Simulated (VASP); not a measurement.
Ni:

```
CELL_PARAMETERS angstrom
0.00000 1.76194 1.76194
-1.76194 1.76194 0.00000
-3.52387 -3.52387 3.52387
ATOMIC_POSITIONS crystal
Ni 0.00000 0.00000 0.00000
Ni 0.33333 0.33333 0.33333
Ni 0.66667 0.66667 0.66667
```

Base run:

- Program: VASP 6.6.1
- Functional: LDA
- Potentials or basis: VASP PAW LDA potentials, release 64 (Ni)
- Cutoff: 520 eV
- k mesh: 14 × 14 × 5
- Occupations: fermi-dirac, width 0.1 eV
- Spin: no spin polarisation

Its results: band gap on the k mesh zero (band 15 reaches 8.95 eV, above the bottom of band 16 at 8.19 eV); pressure -18.1 GPa.

Q: The run is repeated on the same cell with these changes: occupations from fermi-dirac, width 0.1 eV to methfessel-paxton, width 0.001 eV. What comes out?

A: Band gap on the k mesh zero (band 15 reaches 8.95 eV, above the bottom of band 16 at 8.19 eV); pressure -18.9 GPa.

Caveats: the run has no spin polarisation, though such a crystal can be magnetic.
